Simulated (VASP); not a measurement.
# Cu (I4/mmm) in VASP: vibrations by perturbation theory with PBE

Aim: the vibrations by perturbation theory of Cu with PBE.

Program: VASP 6.6.1. These are calculated values, not measurements. Logs are shortened: lines on timing, memory, paths and dates and some standing lists are left out, and cuts for length are marked.

### 1 The cell of the first run

Symmetry: I4/mmm, No. 139, tetragonal system. Conventional cell: a = 2.947 Å, b = 2.947 Å, c = 2.764 Å, α = 90.00°, β = 90.00°, γ = 90.00°. Cu (site symmetry 4/mmm) has 14 Cu at 2.50 to 2.95 Å within 3.3 Å.

### 2 Vibrations by perturbation theory, PBE

The input, INCAR:

```
  PREC = Accurate
  ENCUT = 520
  EDIFF = 1E-8
  ISMEAR = 0
  SIGMA = 0.15
  LREAL = False
  LASPH = True
  NELM = 100
  ALGO = Normal
  ISIF = 2
  LWAVE = False
  LCHARG = False
  GGA = PE
  IBRION = 8
  NSW = 1
```

The input, KPOINTS:

```
regular mesh
0
Gamma
  20 20 12
```

The input, POSCAR:

```
Cu
1.0
   -1.4732621048      1.4732621048      1.3819816208
    1.4732621048     -1.4732621048      1.3819816208
    2.9465242096      2.9465242096      0.0000000000
Cu
2
Direct
    0.0000000000      0.0000000000      0.0000000000
    0.5000000000      0.5000000000      0.5000000000
```

Potentials or basis: VASP PAW PBE potentials, release 64 (Cu).

Launch:

```sh
$ cat potpaw_PBE.64/Cu/POTCAR > POTCAR
$ mpirun -np 1 vasp_std > vasp.out
```

OUTCAR:

```text
PREC = Accurate
   ENCUT = 520
   EDIFF = 1E-8
   ISMEAR = 0
   LREAL = False
   LASPH = True
   NELM = 100
   ISIF = 2
   GGA = PE
   IBRION = 8
   NSW = 1

 ion  position               nearest neighbor table
   1  0.000  0.000  0.000-   2 2.50   2 2.50   2 2.50   2 2.50
   2  0.500  0.500  0.500-   1 2.50   1 2.50   1 2.50   1 2.50

  LATTYP: Found a base centered orthorhombic cell.
 ALAT       =     2.7639632416
 B/A-ratio  =     1.5076229801
 C/A-ratio  =     1.5076229801

  Lattice vectors:

 A1 = (  -1.4732621048,   1.4732621048,   1.3819816208)
 A2 = (   1.4732621048,  -1.4732621048,   1.3819816208)
 A3 = (   2.9465242096,   2.9465242096,   0.0000000000)

Analysis of symmetry for initial positions (statically):
=====================================================================
 Subroutine PRICEL returns following result:

  LATTYP: Found a body centered tetragonal cell.
 ALAT       =     2.9465242096
 C/A-ratio  =     0.9380419250

  Lattice vectors:

 A1 = (   1.4732621048,  -1.4732621048,  -1.3819816208)
 A2 = (  -1.4732621048,   1.4732621048,  -1.3819816208)
 A3 = (   1.4732621048,   1.4732621048,   1.3819816208)

   2 primitive cells build up your supercell.

 Routine SETGRP: Setting up the symmetry group for a
 base centered orthorhombic supercell.

 Subroutine GETGRP returns: Found  8 space group operations
 (whereof  8 operations were pure point group operations)
 out of a pool of  8 trial point group operations.

The static configuration has the point symmetry D_2h.

Analysis of symmetry for dynamics (positions and initial velocities):
=====================================================================
 Subroutine PRICEL returns following result:

  LATTYP: Found a body centered tetragonal cell.
[... 621 lines left out ...]
      direct lattice vectors                 reciprocal lattice vectors
    -1.473262105  1.473262105  1.381981621    -0.169691462  0.169691462  0.361799312
     1.473262105 -1.473262105  1.381981621     0.169691462 -0.169691462  0.361799312
     2.946524210  2.946524210  0.000000000     0.169691462  0.169691462  0.000000000

 POSITION                                       TOTAL-FORCE (eV/Angst)
 -----------------------------------------------------------------------------------
      0.00000      0.00000      0.00000         0.000000      0.000000      0.000000
      1.47326      1.47326      1.38198        -0.000000     -0.000000     -0.000000
 -----------------------------------------------------------------------------------
    total drift:                                0.000000      0.000000      0.000000

  FREE ENERGIE OF THE ION-ELECTRON SYSTEM (eV)
  ---------------------------------------------------
  free  energy   TOTEN  =        -7.3877130544 eV

  energy  without entropy=       -7.3796038933  energy(sigma->0) =       -7.38365847

[... ionic steps 2 to 3 ...]

--------------------------------------- Ionic step        4  -------------------------------------------

------------------------ aborting loop because EDIFF is reached ----------------------------------------

[... ionic steps 5 to 5 ...]

--------------------------------------- Ionic step        6  -------------------------------------------

 Free energy of the ion-electron system (eV)
  ---------------------------------------------------
  ---------------------------------------------------
  free energy    TOTEN  =        -0.23277427 eV

  energy without entropy =       -0.23277427

------------------------ aborting loop because EDIFF is reached ----------------------------------------

 INTERNAL STRAIN TENSOR  FOR ION    1  DIRECTION 3   (eV/Angst):
 -----------------------------------------------------------------------------
    -0.00207  0.00128 -0.00000
     0.00128 -0.00207  0.00000
    -0.00000  0.00000  0.00301

 INTERNAL STRAIN TENSOR FOR ION    2 for displacements in x,y,z  (eV/Angst):
          X           Y           Z          XY          YZ          ZX
  --------------------------------------------------------------------------------
  x     0.00000     0.00000     0.00000     0.00000     0.00000     0.00000
  y     0.00000     0.00000     0.00000     0.00000     0.00000     0.00000
  z     0.00000     0.00000     0.00000     0.00000     0.00000     0.00000

 SECOND DERIVATIVES (NOT SYMMETRIZED)
 ------------------------------------
               1X          1Y          1Z          2X          2Y          2Z
  1X    -3.373165   -3.636399    0.000000    3.373165    3.636399    0.000000
  1Y    -3.636399   -3.373165    0.000000    3.636399    3.373165    0.000000
  1Z     0.000000    0.000000   -2.903834    0.000000    0.000000    2.903834
  2X     3.373165    3.636399    0.000000   -3.373165   -3.636399    0.000000
  2Y     3.636399    3.373165    0.000000   -3.636399   -3.373165    0.000000
  2Z     0.000000    0.000000    2.903834    0.000000    0.000000   -2.903834

 Eigenvectors and eigenvalues of the dynamical matrix
 ----------------------------------------------------

   1 f  =    7.342892 THz    46.136749 2PiTHz  244.932503 cm-1    30.367746 meV
             X         Y         Z           dx          dy          dz
      0.000000  0.000000  0.000000     0.500000    0.500000    0.000000
      1.473262  1.473262  1.381982    -0.500000   -0.500000   -0.000000
[... 11 lines left out ...]
   4 f  =    0.000000 THz     0.000000 2PiTHz    0.000002 cm-1     0.000000 meV
             X         Y         Z           dx          dy          dz
      0.000000  0.000000  0.000000     0.648823    0.264437    0.095404
      1.473262  1.473262  1.381982     0.648823    0.264437    0.095404

   5 f/i=    0.000000 THz     0.000000 2PiTHz    0.000002 cm-1     0.000000 meV
             X         Y         Z           dx          dy          dz
      0.000000  0.000000  0.000000    -0.278493    0.637345    0.127406
      1.473262  1.473262  1.381982    -0.278493    0.637345    0.127406

   6 f/i=    1.422959 THz     8.940714 2PiTHz   47.464798 cm-1     5.884882 meV
             X         Y         Z           dx          dy          dz
      0.000000  0.000000  0.000000    -0.500000    0.500000   -0.000000
      1.473262  1.473262  1.381982     0.500000   -0.500000   -0.000000

--------------------------------------------------------------------------------------------------------

 ELASTIC MODULI CONTR FROM IONIC RELAXATION (kBar)
 Direction    XX          YY          ZZ          XY          YZ          ZX
 --------------------------------------------------------------------------------
 XX           0.0000      0.0000      0.0000      0.0000      0.0000      0.0000
 YY           0.0000      0.0000      0.0000      0.0000      0.0000      0.0000
 ZZ           0.0000      0.0000      0.0000      0.0000      0.0000      0.0000
 XY           0.0000      0.0000      0.0000      0.0000      0.0000      0.0000
 YZ           0.0000      0.0000      0.0000      0.0000      0.0000      0.0000
 ZX           0.0000      0.0000      0.0000      0.0000      0.0000      0.0000
 --------------------------------------------------------------------------------
```

stdout:

```text
POSCAR found type information on POSCAR Cu
 POSCAR found :  1 types and       2 ions
 scaLAPACK will be used
 LDA part: xc-table for (Slater+PW92), standard interpolation
 POSCAR, INCAR and KPOINTS ok, starting setup
 FFT: planning ... GRIDC
 FFT: planning ... GRID_SOFT
 FFT: planning ... GRID
 WAVECAR not read
 entering main loop
 Linear response reoptimize wavefunctions to high precision
 Linear response DOF=           2
 Linear response progress:
 first order change of Fermi-energy   0.18196E-03
 force on displaced ion       1 direction 1 :  -3.373  -3.636   0.000
 Linear response progress:
 first order change of Fermi-energy  -0.46024E-04
 force on displaced ion       1 direction 3 :  -0.000  -0.000  -2.904
 Linear response finished
```

Wall time 25 min (1 thread of AMD EPYC 9755, shared host); peak memory 0.85 GiB.

What came out:

| Quantity | Value |
| --- | --- |
| Highest phonon frequency at Γ | 245 cm⁻¹ |
| Most unstable mode | 47i cm⁻¹ |

Phonon frequencies in cm⁻¹ (negative: imaginary):
```tsv
q point	frequencies
(0.000, 0.000, 0.000)	-47 0 0 0 158 245
```

Caveat: some modes are imaginary.
